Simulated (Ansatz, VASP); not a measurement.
**Pt: VASP beside Ansatz**

```xyz
1
Lattice="-1.7783 1.7783 1.2573 1.7783 -1.7783 1.2573 1.7783 1.7783 -1.2573" Properties=species:S:1:pos:R:3 pbc="T T T"
Pt    0.0000    0.0000    0.0000
```

Alike in both runs: task single point; functional LDA; k mesh 24 × 24 × 24; occupations gaussian, width 0.15 eV; no spin polarisation.

```csv
,VASP,Ansatz
version,VASP 6.6.1,Ansatz 0.2.0
potentials or method,"VASP PAW LDA potentials, release 64 (Pt), cutoff 520 eV","scalar-relativistic, plane waves, PAW"
valence electrons in the cell,10,18
```

Ansatz gave:

```
gap on the k mesh at the Fermi level (eV)                     : none
pressure (GPa)                                                : -6.5
traceless stress, the component that is largest in VASP (GPa) : 29.29
```

Task: Which values does VASP return?

Result: gap on the k mesh at the Fermi level (eV): none; pressure (GPa): -5.9; traceless stress, the component that is largest in VASP (GPa): 29.47.

LDA's correlation is that of Perdew and Zunger in VASP and of Perdew and Wang (1992) in Ansatz. A gap of «none» marks a metal or a gap that the smearing closes. VASP's potentials hold 10 valence electrons a cell and Ansatz's 18, so a difference there can come from the potentials and not from the codes.

Spin-orbit coupling is off throughout.
